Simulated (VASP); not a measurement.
A run of VASP 6.6.1 is set up as follows.

INCAR

```
  PREC = Accurate
  ENCUT = 520
  EDIFF = 1E-8
  ISMEAR = -1
  SIGMA = 0.05
  LREAL = False
  LASPH = True
  NELM = 100
  ALGO = Normal
  ISIF = 2
  LWAVE = False
  LCHARG = False
  GGA = PS
  NBANDS = 29
  IBRION = 8
  NSW = 1
```

File KPOINTS:

```
regular mesh
0
Gamma
  8 8 4
```

File POSCAR:

```
Ti3Se
1.0
    3.1974455988      0.0000000000      0.0000000000
   -1.5987227994      2.7690691158      0.0000000000
    0.0000000000      0.0000000000      7.9427450000
Se Ti
1 3
Direct
    0.0000000000      0.0000000000      0.0000000000
    0.6666666667      0.3333333333      0.5000000000
    0.3333333333      0.6666666667      0.7729020000
    0.3333333333      0.6666666667      0.2270980000
```

Potentials or basis: VASP PAW PBE potentials, release 64 (Se, Ti_sv).

Command:

```sh
$ cat potpaw_PBE.64/Se/POTCAR potpaw_PBE.64/Ti_sv/POTCAR > POTCAR
$ mpirun -np 1 vasp_std > vasp.out
```

(1) What does it give for the highest phonon frequency at Γ, LO-TO splitting left out?

## Answers

(1) 286 cm⁻¹.

Caveat: the cell stands under pressure or tension, which shifts response properties.
